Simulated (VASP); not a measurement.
Runs of VASP 6.6.1 on ZnCu. The structure is that of space group Pm-3m (No. 221), or close to it. The cells are those of the table. 

| task | cell | cutoff (eV) | gap on the mesh (eV) | pressure (GPa) |
| --- | --- | --- | --- | --- |
| single point | a = 2.859 Å, 2 atoms | 520 | none | (b) |
| single point | a = 2.948 Å, 2 atoms | 520 | none | (a) |
| single point | a = 2.976 Å, 2 atoms | 520 | none | -6.1 |
| single point | a = 2.919 Å, 2 atoms | 520 | none | 0.7 |
| single point | a = 2.889 Å, 2 atoms | 520 | none | 5.0 |
| relaxation of cell and atoms | relaxed from a = 2.945 Å, 2 atoms | 600 | none | 0.0 |

Alike in all rows: level r2SCAN; potentials or basis VASP PAW PBE potentials, release 64 (Zn, Cu); no spin polarisation; k mesh 14 × 14 × 14; smearing gaussian 0.1 eV.

Fill in the values left out.

(a) -3.0; (b) 10.4.

Caveats: the PAW data sets were made with another functional, which shifts forces and pressure a little.

A gap of «none» marks levels without a gap at the run's occupations.
